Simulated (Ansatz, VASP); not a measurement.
**Al: VASP beside Ansatz**

```xyz
1
Lattice="0.0000 2.0207 2.0207 2.0207 0.0000 2.0207 2.0207 2.0207 0.0000" Properties=species:S:1:pos:R:3 pbc="T T T"
Al    0.0000    0.0000    0.0000
```

Alike in both runs: task single point; functional PBE; k mesh 18 × 18 × 18; occupations gaussian, width 0.1 eV; no spin polarisation.

```csv
,VASP,Ansatz
version,VASP 6.6.1,Ansatz 0.2.0
potentials or method,"VASP PAW PBE potentials, release 64 (Al), cutoff 520 eV","scalar-relativistic, plane waves, PAW"
valence electrons in the cell,3,3
```

```tsv
	VASP	Ansatz	Ansatz less VASP
gap on the k mesh at the Fermi level (eV)	none	none	-
pressure (GPa)	0.0	0.0	+0.04
```

A gap of «none» marks a metal or a gap that the smearing closes. The functional is the same, so the differences come from potentials, cutoffs and numerics.
